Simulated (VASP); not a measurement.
# Sn (C2/c) in VASP: a series of runs

Aim: see how the results for Sn move with the level of theory and the settings. Levels: PBEsol, PBE+D3(BJ), r2SCAN. Tasks: single point.

All numbers are computed with VASP 6.6.1; they aren't measurements. Logs are shortened: lines on timing, memory, paths and dates and some standing lists are left out, and cuts for length are marked.

### 1 The cell of the first run

The typed cell holds 2 atoms: a = 4.424 Å, b = 4.424 Å, c = 4.405 Å, α = 97.43°, β = 97.43°, γ = 137.90°.

### 2 Single point, PBEsol

The input, INCAR:

```
SYSTEM = Sn
PREC     = Accurate       ! precision mode
ENCUT    = 520            ! plane-wave cutoff, eV
EDIFF    = 1E-7           ! SCF threshold, eV
ISMEAR   = -1             ! smearing method
SIGMA    = 0.15           ! smearing width, eV
LREAL    = .False.        ! projectors in reciprocal space
LASPH    = .True.         ! aspherical terms in the spheres
NELM     = 80             ! most SCF steps
ALGO     = Normal         ! electronic algorithm
ISIF     = 2              ! what is computed and relaxed
LWAVE    = .False.        ! write WAVECAR
LCHARG   = .True.         ! write CHGCAR
GGA      = PS             ! functional
LELF     = .True.         ! ELF
LVHAR    = .True.       
ISYM     = 0            
NBANDS   = 21             ! bands
```

The input, KPOINTS:

```
regular mesh
0
Gamma
  9 9 6
  0 0 0
```

The input, POSCAR:

```
Sn
1.0
   -2.9188598594      2.9196254129      1.5888143978
    2.9196254129     -2.9188598594      1.5888143978
    2.9052881513      2.9052881513     -1.5874119987
Sn
2
Direct
   -0.0002320019      0.0002320019      0.0000000000
    0.7502320019      0.2497679981      0.5000000000
```

Potentials or basis: VASP PAW PBE potentials, release 64 (Sn_d).

Started as:

```sh
cat potpaw_PBE.64/Sn_d/POTCAR > POTCAR
mpirun -np 1 vasp_std > vasp.out
```

OUTCAR:

```text
SYSTEM = Sn
   PREC = Accurate
   ENCUT = 520
   EDIFF = 1E-7
   ISMEAR = -1
   LREAL = .False.
   LASPH = .True.
   NELM = 80
   ISIF = 2
   GGA = PS
   ISYM = 0

 ion  position               nearest neighbor table
   1  1.000  0.000  0.000-   2 3.02   2 3.02   2 3.02   2 3.02
   2  0.750  0.250  0.500-   1 3.02   1 3.02   1 3.02   1 3.02

IMPORTANT INFORMATION: All symmetrisations will be switched off!
NOSYMM: (Re-)initialisation of all symmetry stuff for point group C_1.

----------------------------------------------------------------------------------------

                                     Primitive cell

  volume of cell :      53.9076

  direct lattice vectors                    reciprocal lattice vectors
    -2.918859859  2.919625413  1.588814398     0.000324064  0.171601365  0.314658648
     2.919625413 -2.918859859  1.588814398     0.171601365  0.000324064  0.314658648
     2.905288151  2.905288151 -1.587411999     0.172077317  0.172077317 -0.000082914

  length of vectors
     4.423605613  4.423605613  4.404687882     0.358409261  0.358409261  0.243354090

  position of ions in fractional coordinates (direct lattice)
     0.999767998  0.000232002  1.000000000
     0.750232002  0.249767998  0.500000000

  ion indices of the primitive-cell ions
   primitive index   ion index
                 1           1
                 2           2

----------------------------------------------------------------------------------------

 KPOINTS: regular mesh

Automatic generation of k-mesh.
 Grid dimensions read from file:
 generate k-points for:    9    9    6

 Generating k-lattice:

  Cartesian coordinates                     Fractional coordinates (reciprocal lattice)
     0.000036007  0.019066818  0.034962072     0.111111111 -0.000000000  0.000000000
     0.019066818  0.000036007  0.034962072    -0.000000000  0.111111111  0.000000000
     0.028679553  0.028679553 -0.000013819    -0.000000000 -0.000000000  0.166666667

  Length of vectors
     0.039823251  0.039823251  0.040559015

  Shift w.r.t. Gamma in fractional coordinates (k-lattice)
     0.000000000  0.000000000  0.000000000

 Subroutine IBZKPT returns following result:
 ===========================================

 Found    244 irreducible k-points:

 Following reciprocal coordinates:
            Coordinates               Weight
  0.000000  0.000000  0.000000      1.000000
  0.111111  0.000000 -0.000000      2.000000
  0.000000 -0.111111  0.000000      2.000000
  0.222222  0.000000  0.000000      2.000000
  0.000000 -0.222222 -0.000000      2.000000
  0.333333 -0.000000  0.000000      2.000000
[... 16 lines left out ...]
 -0.111111  0.111111  0.000000      2.000000
  0.222222  0.222222  0.000000      2.000000
 [... further k-points ...]
   k-points           NKPTS =    244   k-points in BZ     NKDIM =    244   number of bands    NBANDS=     21
   number of dos      NEDOS =    301   number of ions     NIONS =      2
   total plane-waves  NPLWV =  46656
   dimension x,y,z NGX =    36 NGY =   36 NGZ =   36
   dimension x,y,z NGXF=    72 NGYF=   72 NGZF=   72
   ions per type =               2
   NGX,Y,Z   is equivalent  to a cutoff of  13.53, 13.53, 13.59 a.u.
   NGXF,Y,Z  is equivalent  to a cutoff of  27.06, 27.06, 27.17 a.u.
 SYSTEM =  Sn
   PREC   = accura    normal or accurate (medium, high low for compatibility)
   ISTART =      0    job   : 0-new  1-cont  2-samecut
   ICHARG =      2    charge: 1-file 2-atom 10-const
   ISPIN  =      1    spin polarized calculation?
   LNONCOLLINEAR =      F non collinear calculations
   LSORBIT =      F    spin-orbit coupling
   LASPH  =      T    aspherical Exc in radial PAW
   ENCUT  =  520.0 eV  38.22 Ry    6.18 a.u.   8.22  8.22  8.19*2*pi/ulx,y,z
   NELM   =     80;   NELMIN=  2; NELMDL= -5     # of ELM steps
   EDIFF  = 0.1E-06   stopping-criterion for ELM
   LREAL  =      F    real-space projection
   EDIFFG = 0.1E-05   stopping-criterion for IOM
   NSW    =      0    number of steps for IOM
   IBRION =     -1    ionic relax: 0-MD 1-quasi-New 2-CG
   NFREE  =      0    steps in history (QN), initial steepest desc. (CG)
   ISIF   =      2    stress and relaxation
   ISYM   =      0    0-nonsym 1-usesym 2-fastsym
   POTIM  = 0.5000    time-step for ionic-motion
   TEBEG  =    0.0;   TEEND  =   0.0 temperature during run
   PSTRESS=    0.0 pullay stress
   NELECT =      28.0000    total number of electrons
   NUPDOWN=      -1.0000    fix difference up-down
   EMIN   =  10.00;   EMAX   =-10.00  energy-range for DOS
   EFERMI =   0.00;   METHOD = LEGACY
   ISMEAR =    -1;   SIGMA  =   0.15  broadening in eV -4-tet -1-fermi 0-gaus
   EFERMI_NEDOS =   21; number of points for ismear=-14 and -15
   IALGO  =     38    algorithm
   IMIX   =      4    mixing-type and parameters
     AMIX     =   0.40;   BMIX     =  1.00
     AMIX_MAG =   1.60;   BMIX_MAG =  1.00
  volume/ion in A,a.u.               =      26.95       181.89
  Fermi-wavevector in a.u.,A,eV,Ry     =   1.315965  2.486813 23.562070  1.731763
  Thomas-Fermi vector in A             =   2.446110
   LORBIT       =      0    0 simple, 1 ext, 2 COOP (PROOUT), +10 PAW based schemes
   GGA     = PS    functional components
   LHFCALC =     F    Hartree Fock is set to
   AEXX    =    0.0000 exact exchange contribution
   IVDW    =     0    specifies the selected vdW correction
   LEPSILON=     F    determine dielectric tensor
   LRPA    =     F    only Hartree local field effects (RPA)
 non-spin polarized calculation
  energy-cutoff  :      520.00
  volume of cell :       53.91
 maximum number of plane-waves:      1476
 NGX is ok and might be reduce to    36
   NGX = 17   NGY = 17   NGZ = 17

 number of electron      28.0000004 magnetization

 Free energy of the ion-electron system (eV)
  ---------------------------------------------------
  ext. energy  EPLUGINS =         0.00000000
  ---------------------------------------------------
  free energy    TOTEN  =        -8.54671013 eV

  energy without entropy =       -8.47417210  energy(sigma->0) =       -8.51044112

 E-fermi :   7.9194     XC(G=0): -10.4836

 val. band max:        7.8869283150   @ k =   0.4444   0.3333   0.0000
 cond. band min:       7.9277111451   @ k =  -0.2222  -0.2222   0.3333
 fundamental gap:      0.0407828302
 Fermi energy:         7.9193667805

 k-point     1 :       0.0000    0.0000    0.0000
  band No.  band energies     occupation
      1     -13.6615      2.00000
      2     -13.5723      2.00000
      3     -13.5319      2.00000
      4     -13.5165      2.00000
      5     -13.3642      2.00000
      6     -13.3630      2.00000
[... 13 lines left out ...]
     20      17.8160      0.00000
     21      18.4695      0.00000

 k-point     2 :       0.1111    0.0000   -0.0000
  band No.  band energies     occupation
      1     -13.6535      2.00000
      2     -13.5479      2.00000
      3     -13.5227      2.00000
      4     -13.4883      2.00000
      5     -13.3806      2.00000
      6     -13.3762      2.00000
[... 13 lines left out ...]
     20      16.8195      0.00000
     21      16.8966      0.00000

 k-point     3 :       0.0000   -0.1111    0.0000
  band No.  band energies     occupation
      1     -13.6535      2.00000
      2     -13.5479      2.00000
      3     -13.5227      2.00000
      4     -13.4883      2.00000
      5     -13.3806      2.00000
      6     -13.3762      2.00000
[... 13 lines left out ...]
     20      16.8195      0.00000
     21      16.8966      0.00000

 k-point     4 :       0.2222    0.0000    0.0000
  band No.  band energies     occupation
      1     -13.6313      2.00000
      2     -13.4997      2.00000
      3     -13.4959      2.00000
      4     -13.4446      2.00000
      5     -13.4133      2.00000
      6     -13.3745      2.00000
[... 13 lines left out ...]
     20      15.3575      0.00000
     21      16.4116      0.00000

 k-point     5 :       0.0000   -0.2222   -0.0000
  band No.  band energies     occupation
      1     -13.6313      2.00000
      2     -13.4997      2.00000
      3     -13.4959      2.00000
      4     -13.4446      2.00000
      5     -13.4133      2.00000
      6     -13.3745      2.00000
[... 13 lines left out ...]
     20      15.3575      0.00000
     21      16.4116      0.00000

 k-point     6 :       0.3333   -0.0000    0.0000
  band No.  band energies     occupation
      1     -13.6058      2.00000
      2     -13.4823      2.00000
      3     -13.4720      2.00000
      4     -13.4599      2.00000
      5     -13.4344      2.00000
      6     -13.3957      2.00000
[... 13 lines left out ...]
     20      14.5571      0.00000
     21      17.4136      0.00000

 k-point     7 :       0.0000   -0.3333   -0.0000
  band No.  band energies     occupation
      1     -13.6058      2.00000
      2     -13.4823      2.00000
      3     -13.4720      2.00000
      4     -13.4599      2.00000
      5     -13.4344      2.00000
      6     -13.3957      2.00000
[... 13 lines left out ...]
     20      14.5571      0.00000
     21      17.4136      0.00000
[... 291 lines left out ...]
      1     -13.6089      2.00000
      2     -13.5049      2.00000
      3     -13.4818      2.00000
      4     -13.4701      2.00000
      5     -13.4070      2.00000
      6     -13.3837      2.00000
[... 13 lines left out ...]
     20      16.0001      0.00000
     21      16.2683      0.00000

 k-point    21 :      -0.2222    0.1111    0.0000
  band No.  band energies     occupation
      1     -13.6342      2.00000
      2     -13.5522      2.00000
      3     -13.5069      2.00000
      4     -13.5030      2.00000
      5     -13.3830      2.00000
      6     -13.3646      2.00000
[... 13 lines left out ...]
     20      17.0140      0.00000
     21      17.5168      0.00000

 k-point    22 :      -0.1111    0.2222   -0.0000
  band No.  band energies     occupation
      1     -13.6342      2.00000
      2     -13.5522      2.00000
      3     -13.5069      2.00000
      4     -13.5030      2.00000
      5     -13.3830      2.00000
      6     -13.3646      2.00000
[... 13 lines left out ...]
     20      17.0140      0.00000
     21      17.5168      0.00000

 k-point    23 :      -0.1111    0.1111    0.0000
  band No.  band energies     occupation
      1     -13.6510      2.00000
      2     -13.5742      2.00000
      3     -13.5232      2.00000
      4     -13.5230      2.00000
      5     -13.3682      2.00000
      6     -13.3583      2.00000
[... 13 lines left out ...]
     20      18.2854      0.00000
     21      18.4732      0.00000

 k-point    24 :       0.2222    0.2222    0.0000
  band No.  band energies     occupation
      1     -13.6044      2.00000
      2     -13.4992      2.00000
      3     -13.4594      2.00000
      4     -13.4513      2.00000
      5     -13.4345      2.00000
      6     -13.4091      2.00000
[... 13 lines left out ...]
     20      15.9997      0.00000
     21      16.0909      0.00000

 [... further k-points ...]
[... 5 lines left out ...]
  --------------------------------------------------------------------------------------
  -------------------------------------------------------------------------------------
  Total       -0.0165965     -0.0165961     -0.0229599     -0.0009524      0.0009841      0.0009839
  in kB       -0.4932606     -0.4932484     -0.6823876     -0.0283051      0.0292487      0.0292432
  external PRESSURE =      -0.5562989 kB  Pullay stress =       0.0000000 kB

 VOLUME and BASIS-vectors are now :
 -----------------------------------------------------------------------------
  energy-cutoff  :      520.00
  volume of cell :       53.91
      direct lattice vectors                 reciprocal lattice vectors
    -2.918859859  2.919625413  1.588814398     0.000324064  0.171601365  0.314658648
     2.919625413 -2.918859859  1.588814398     0.171601365  0.000324064  0.314658648
     2.905288151  2.905288151 -1.587411999     0.172077317  0.172077317 -0.000082914

 POSITION                                       TOTAL-FORCE (eV/Angst)
 -----------------------------------------------------------------------------------
     -2.91751      2.91827      1.58881         0.000136     -0.000133      0.000000
     -0.00795      2.91400      0.79511        -0.000136      0.000133     -0.000000
 -----------------------------------------------------------------------------------
    total drift:                                0.000001     -0.000003      0.000001

  FREE ENERGIE OF THE ION-ELECTRON SYSTEM (eV)
  ---------------------------------------------------
  free  energy   TOTEN  =        -8.5467101339 eV

  energy  without entropy=       -8.4741720974  energy(sigma->0) =       -8.51044112
```

Run time: 1.7 min. Hardware: 1 thread of Intel Xeon 6975P-C (Granite Rapids), shared host; peak memory 0.35 GiB.

What came out:

```yaml
Free_energy: -8.5467 eV
Pressure: -0.1 GPa
Band_gap_on_the_k_mesh: zero (bands 14 and 15 overlap by 4.43 eV)
```

Levels at points of the mesh, in eV from the Fermi level:
| k point | band 11 | band 12 | band 13 | band 14 | band 15 | band 16 | band 17 | band 18 |
| --- | --- | --- | --- | --- | --- | --- | --- | --- |
| (0.00, 0.00, 0.00) | -11.22 | -3.64 | -2.05 | -1.98 | 2.92 | 6.23 | 6.25 | 6.84 |
| (0.00, 0.00, 0.50) | -8.95 | -8.95 | 0.56 | 0.56 | 1.53 | 1.53 | 5.98 | 5.98 |

Caveat: the PAW data sets were made with another functional, which shifts forces and pressure a little; spin-orbit coupling is left out, which moves the levels of the heavy elements.

(Part 1 of 3 ends here.)

The gap in the log of VASP goes by the Fermi energy; the results here count the filled bands.